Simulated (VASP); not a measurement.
# AlV2C (P6_3/mmc) in VASP: a series of runs

The runs below take AlV2C through single point, relaxation of cell and atoms, with PBE.

All numbers are computed with VASP 6.6.1; they aren't measurements. Logs are shortened: lines on timing, memory, paths and dates and some standing lists are left out, and cuts for length are marked.

## Step 1: The cell of the first run

Symmetry: P6_3/mmc, No. 194, hexagonal system. Conventional cell: a = 2.905 Å, b = 2.905 Å, c = 13.130 Å, α = 90.00°, β = 90.00°, γ = 120.00°. Al (site symmetry -6m2) has 6 V at 2.74 Å and 6 Al at 2.90 Å within 3.6 Å. Within 2.7 Å of V (site symmetry 3m) lie 3 C at 2.02 Å. C (site symmetry -3m) has 6 V at 2.02 Å within 2.7 Å.

## Step 2: Single point, PBE

The input, INCAR:

```
  ALGO = Normal
  EDIFF = 1E-6
  ENCUT = 520
  GGA = PE
  ISIF = 2
  ISMEAR = 0
  LASPH = T
  LCHARG = F
  LREAL = F
  LWAVE = F
  NBANDS = 43
  NELM = 60
  PREC = Accurate
  SIGMA = 0.1
```

The input, KPOINTS:

```
k-points
0
Gamma
  12 12 4
```

The input, POSCAR:

```
AlV2C
1.0
    2.9046911473      0.0000000029      0.0000000000
   -1.4523455762      2.5155363223      0.0000000000
    0.0000000000      0.0000000000     13.1295779056
Al V C
2 4 2
Direct
    0.3333333333      0.6666666667      0.2500000000
    0.6666666667      0.3333333333      0.7500000000
    0.3333333333      0.6666666667      0.5853769235
    0.6666666667      0.3333333333      0.4146230765
    0.6666666667      0.3333333333      0.0853769235
    0.3333333333      0.6666666667      0.9146230765
    0.0000000000      0.0000000000      0.0000000000
    0.0000000000      0.0000000000      0.5000000000
```

Potentials or basis: VASP PAW PBE potentials, release 64 (Al, V_sv, C).

Run with:

```sh
$ cat potpaw_PBE.64/Al/POTCAR potpaw_PBE.64/V_sv/POTCAR potpaw_PBE.64/C/POTCAR > POTCAR
$ mpirun -np 1 vasp_std > vasp.out
```

OUTCAR:

```text
EDIFF = 1E-6
   ENCUT = 520
   GGA = PE
   ISIF = 2
   ISMEAR = 0
   LASPH = T
   LREAL = F
   NELM = 60
   PREC = Accurate

 ion  position               nearest neighbor table
   1  0.333  0.667  0.250-   4 2.74   5 2.74   4 2.74   5 2.74   4 2.74   5 2.74
   2  0.667  0.333  0.750-   3 2.74   6 2.74   3 2.74   6 2.74   3 2.74   6 2.74
   3  0.333  0.667  0.585-   8 2.02   8 2.02   8 2.02   2 2.74   2 2.74   2 2.74   4 2.80   4 2.80
                             4 2.80
   4  0.667  0.333  0.415-   8 2.02   8 2.02   8 2.02   1 2.74   1 2.74   1 2.74   3 2.80   3 2.80
                             3 2.80
   5  0.667  0.333  0.085-   7 2.02   7 2.02   7 2.02   1 2.74   1 2.74   1 2.74   6 2.80   6 2.80
                             6 2.80
   6  0.333  0.667  0.915-   7 2.02   7 2.02   7 2.02   2 2.74   2 2.74   2 2.74   5 2.80   5 2.80
                             5 2.80
   7  0.000  0.000  0.000-   5 2.02   6 2.02   5 2.02   6 2.02   5 2.02   6 2.02
   8  0.000  0.000  0.500-   3 2.02   4 2.02   4 2.02   3 2.02   4 2.02   3 2.02

  LATTYP: Found a hexagonal cell.
 ALAT       =     2.9046911473
 C/A-ratio  =     4.5201287296

  Lattice vectors:

 A1 = (   2.9046911473,   0.0000000029,   0.0000000000)
 A2 = (  -1.4523455762,   2.5155363223,   0.0000000000)
 A3 = (   0.0000000000,   0.0000000000,  13.1295779056)

Analysis of symmetry for initial positions (statically):
=====================================================================
 Subroutine PRICEL returns:
 Original cell was already a primitive cell.

 Routine SETGRP: Setting up the symmetry group for a
 hexagonal supercell.

 Subroutine GETGRP returns: Found 24 space group operations
 (whereof 12 operations were pure point group operations)
 out of a pool of 24 trial point group operations.

The static configuration has the point symmetry D_3d.
 The point group associated with its full space group is D_6h.

Analysis of symmetry for dynamics (positions and initial velocities):
=====================================================================
 Subroutine PRICEL returns:
 Original cell was already a primitive cell.

 Routine SETGRP: Setting up the symmetry group for a
 hexagonal supercell.

 Subroutine GETGRP returns: Found 24 space group operations
 (whereof 12 operations were pure point group operations)
 out of a pool of 24 trial point group operations.

The dynamic configuration has the point symmetry D_3d.
 The point group associated with its full space group is D_6h.

 Subroutine INISYM returns: Found 24 space group operations
 (whereof 12 operations are pure point group operations),
 and found     1 'primitive' translations

----------------------------------------------------------------------------------------

                                     Primitive cell

  volume of cell :      95.9359

  direct lattice vectors                    reciprocal lattice vectors
     2.904691147  0.000000003  0.000000000     0.344270681  0.198764771  0.000000000
    -1.452345576  2.515536322  0.000000000    -0.000000000  0.397529541  0.000000000
     0.000000000  0.000000000 13.129577906     0.000000000  0.000000000  0.076163911

  length of vectors
     2.904691147  2.904691147 13.129577906     0.397529541  0.397529541  0.076163911

  position of ions in fractional coordinates (direct lattice)
     0.333333333  0.666666667  0.250000000
     0.666666667  0.333333333  0.750000000
     0.333333333  0.666666667  0.585376924
     0.666666667  0.333333333  0.414623076
     0.666666667  0.333333333  0.085376924
     0.333333333  0.666666667  0.914623077
     0.000000000  0.000000000  0.000000000
     0.000000000  0.000000000  0.500000000

  ion indices of the primitive-cell ions
   primitive index   ion index
                 1           1
                 2           2
                 3           3
                 4           4
                 5           5
                 6           6
                 7           7
                 8           8

----------------------------------------------------------------------------------------

 KPOINTS: k-points

Automatic generation of k-mesh.
 Grid dimensions read from file:
 generate k-points for:   12   12    4

 Generating k-lattice:

  Cartesian coordinates                     Fractional coordinates (reciprocal lattice)
     0.028689223  0.016563731  0.000000000     0.083333333 -0.000000000  0.000000000
    -0.000000000  0.033127462  0.000000000     0.000000000  0.083333333  0.000000000
     0.000000000  0.000000000  0.019040978     0.000000000  0.000000000  0.250000000

  Length of vectors
     0.033127462  0.033127462  0.019040978

  Shift w.r.t. Gamma in fractional coordinates (k-lattice)
     0.000000000  0.000000000  0.000000000

 Subroutine IBZKPT returns following result:
 ===========================================

 Found     57 irreducible k-points:

 Following reciprocal coordinates:
            Coordinates               Weight
  0.000000  0.000000  0.000000      1.000000
  0.083333  0.000000  0.000000      6.000000
  0.166667  0.000000  0.000000      6.000000
  0.250000  0.000000  0.000000      6.000000
  0.333333  0.000000  0.000000      6.000000
  0.416667 -0.000000  0.000000      6.000000
[... 16 lines left out ...]
  0.250000  0.000000  0.250000     12.000000
  0.333333  0.000000  0.250000     12.000000
 [... further k-points ...]
   k-points           NKPTS =     57   k-points in BZ     NKDIM =     57   number of bands    NBANDS=     43
   number of dos      NEDOS =    301   number of ions     NIONS =      8
   total plane-waves  NPLWV =  56448
   dimension x,y,z NGX =    24 NGY =   24 NGZ =   98
   dimension x,y,z NGXF=    48 NGYF=   48 NGZF=  196
   ions per type =               2   4   2
   NGX,Y,Z   is equivalent  to a cutoff of  13.74, 13.74, 12.41 a.u.
   NGXF,Y,Z  is equivalent  to a cutoff of  27.47, 27.47, 24.82 a.u.
 SYSTEM =  unknown system
   PREC   = accura    normal or accurate (medium, high low for compatibility)
   ISTART =      0    job   : 0-new  1-cont  2-samecut
   ICHARG =      2    charge: 1-file 2-atom 10-const
   ISPIN  =      1    spin polarized calculation?
   LNONCOLLINEAR =      F non collinear calculations
   LSORBIT =      F    spin-orbit coupling
   LASPH  =      T    aspherical Exc in radial PAW
   ENCUT  =  520.0 eV  38.22 Ry    6.18 a.u.   5.40  5.40 24.41*2*pi/ulx,y,z
   NELM   =     60;   NELMIN=  2; NELMDL= -5     # of ELM steps
   EDIFF  = 0.1E-05   stopping-criterion for ELM
   LREAL  =      F    real-space projection
   EDIFFG = 0.1E-04   stopping-criterion for IOM
   NSW    =      0    number of steps for IOM
   IBRION =     -1    ionic relax: 0-MD 1-quasi-New 2-CG
   NFREE  =      0    steps in history (QN), initial steepest desc. (CG)
   ISIF   =      2    stress and relaxation
   ISYM   =      2    0-nonsym 1-usesym 2-fastsym
   POTIM  = 0.5000    time-step for ionic-motion
   TEBEG  =    0.0;   TEEND  =   0.0 temperature during run
   PSTRESS=    0.0 pullay stress
   NELECT =      66.0000    total number of electrons
   NUPDOWN=      -1.0000    fix difference up-down
   EMIN   =  10.00;   EMAX   =-10.00  energy-range for DOS
   EFERMI =   0.00;   METHOD = LEGACY
   ISMEAR =     0;   SIGMA  =   0.10  broadening in eV -4-tet -1-fermi 0-gaus
   EFERMI_NEDOS =   21; number of points for ismear=-14 and -15
   IALGO  =     38    algorithm
   IMIX   =      4    mixing-type and parameters
     AMIX     =   0.40;   BMIX     =  1.00
     AMIX_MAG =   1.60;   BMIX_MAG =  1.00
  volume/ion in A,a.u.               =      11.99        80.93
  Fermi-wavevector in a.u.,A,eV,Ry     =   1.445204  2.731039 28.417311  2.088613
  Thomas-Fermi vector in A             =   2.563412
   LORBIT       =      0    0 simple, 1 ext, 2 COOP (PROOUT), +10 PAW based schemes
   GGA     = PE    functional components
   LHFCALC =     F    Hartree Fock is set to
   AEXX    =    0.0000 exact exchange contribution
   IVDW    =     0    specifies the selected vdW correction
   LEPSILON=     F    determine dielectric tensor
   LRPA    =     F    only Hartree local field effects (RPA)
 non-spin polarized calculation
 Gauss-broadening in eV      SIGMA  =   0.10
  energy-cutoff  :      520.00
  volume of cell :       95.94
 maximum number of plane-waves:      2652
 NGX is ok and might be reduce to    24
   NGX = 11   NGY = 11   NGZ = 49

 number of electron      66.0000000 magnetization

 Free energy of the ion-electron system (eV)
  ---------------------------------------------------
  ext. energy  EPLUGINS =         0.00000000
  ---------------------------------------------------
  free energy    TOTEN  =       -66.11994616 eV

  energy without entropy =      -66.09164118  energy(sigma->0) =      -66.10579367

 E-fermi :   9.4570     XC(G=0): -12.1544

 val. band max:        9.4555520519   @ k =   0.1667   0.0833   0.2500
 cond. band min:       9.4590762892   @ k =   0.0833   0.0833   0.0000
 fundamental gap:      0.0035242373
 Fermi energy:         9.4570298413

 k-point     1 :       0.0000    0.0000    0.0000
  band No.  band energies     occupation
      1     -54.9366      2.00000
      2     -54.9366      2.00000
      3     -54.8772      2.00000
      4     -54.8772      2.00000
      5     -28.9781      2.00000
      6     -28.9760      2.00000
[... 35 lines left out ...]
     42      10.8695      0.00000
     43      12.6743      0.00000

 k-point     2 :       0.0833    0.0000    0.0000
  band No.  band energies     occupation
      1     -54.9325      2.00000
      2     -54.9325      2.00000
      3     -54.8749      2.00000
      4     -54.8749      2.00000
      5     -28.9717      2.00000
      6     -28.9697      2.00000
[... 1004 lines left out ...]
 k-point    24 :       0.3333    0.0000    0.2500
  band No.  band energies     occupation
      1     -54.8880      2.00000
      2     -54.8880      2.00000
      3     -54.8537      2.00000
      4     -54.8537      2.00000
      5     -28.9456      2.00000
      6     -28.9451      2.00000
[... 35 lines left out ...]
     42      11.6075      0.00000
     43      12.6568      0.00000

 [... further k-points ...]

------------------------ aborting loop because EDIFF is reached ----------------------------------------

  FORCE on cell =-STRESS in cart. coord.  units (eV):
  Direction    XX          YY          ZZ          XY          YZ          ZX
  --------------------------------------------------------------------------------------
  -------------------------------------------------------------------------------------
  Total        0.2107820      0.2107820      0.1901328     -0.0000000     -0.0000000     -0.0000000
  in kB        3.5201627      3.5201627      3.1753118     -0.0000000     -0.0000000     -0.0000000
  external PRESSURE =       3.4052124 kB  Pullay stress =       0.0000000 kB

 VOLUME and BASIS-vectors are now :
 -----------------------------------------------------------------------------
  energy-cutoff  :      520.00
  volume of cell :       95.94
      direct lattice vectors                 reciprocal lattice vectors
     2.904691147  0.000000003  0.000000000     0.344270681  0.198764771  0.000000000
    -1.452345576  2.515536322  0.000000000    -0.000000000  0.397529541  0.000000000
     0.000000000  0.000000000 13.129577906     0.000000000  0.000000000  0.076163911

 POSITION                                       TOTAL-FORCE (eV/Angst)
 -----------------------------------------------------------------------------------
     -0.00000      1.67702      3.28239         0.000000      0.000000      0.000000
      1.45235      0.83851      9.84718         0.000000      0.000000      0.000000
     -0.00000      1.67702      7.68575        -0.000000      0.000000      0.044927
      1.45235      0.83851      5.44383        -0.000000     -0.000000     -0.044927
      1.45235      0.83851      1.12096        -0.000000     -0.000000      0.044927
     -0.00000      1.67702     12.00861         0.000000      0.000000     -0.044927
      0.00000      0.00000      0.00000         0.000000      0.000000      0.000000
      0.00000      0.00000      6.56479         0.000000      0.000000      0.000000
 -----------------------------------------------------------------------------------
    total drift:                               -0.000000      0.000000     -0.000000

  FREE ENERGIE OF THE ION-ELECTRON SYSTEM (eV)
  ---------------------------------------------------
  free  energy   TOTEN  =       -66.1199461615 eV

  energy  without entropy=      -66.0916411793  energy(sigma->0) =      -66.10579367
```

Wall time 3.9 min (1 thread of Intel Xeon 6975P-C, shared host); peak memory 0.35 GiB.

What came out:

| Quantity | Value |
| --- | --- |
| Free energy | -66.1199 eV |
| Pressure | 0.3 GPa |
| Largest force | 0.045 eV/Å |
| Band gap on the k mesh | zero (band 33 reaches 10.39 eV, above the bottom of band 34 at 8.75 eV) |

Forces in eV/Å, atoms in the order of the input:
```
Al   0.000  0.000  0.000
Al   0.000  0.000  0.000
V    0.000  0.000  0.045
V    0.000  0.000 -0.045
V    0.000  0.000  0.045
V    0.000  0.000 -0.045
C    0.000  0.000  0.000
C    0.000  0.000  0.000
```

Levels at points of the mesh, in eV from the Fermi level:
```csv
k point,band 30,band 31,band 32,band 33,band 34,band 35,band 36,band 37
"(0.00, 0.00, 0.00)",-0.59,-0.27,-0.27,-0.25,-0.25,0.57,0.57,0.61
"(0.50, 0.00, 0.00)",-2.40,-1.51,-1.48,0.72,1.04,1.10,1.19,1.74
"(0.00, 0.00, 0.50)",-0.71,-0.26,-0.26,-0.26,-0.26,0.59,0.59,0.59
"(0.50, 0.00, 0.50)",-2.41,-1.49,-1.49,0.93,0.93,1.11,1.11,1.75
```

(Continued in part 2 of 2.)
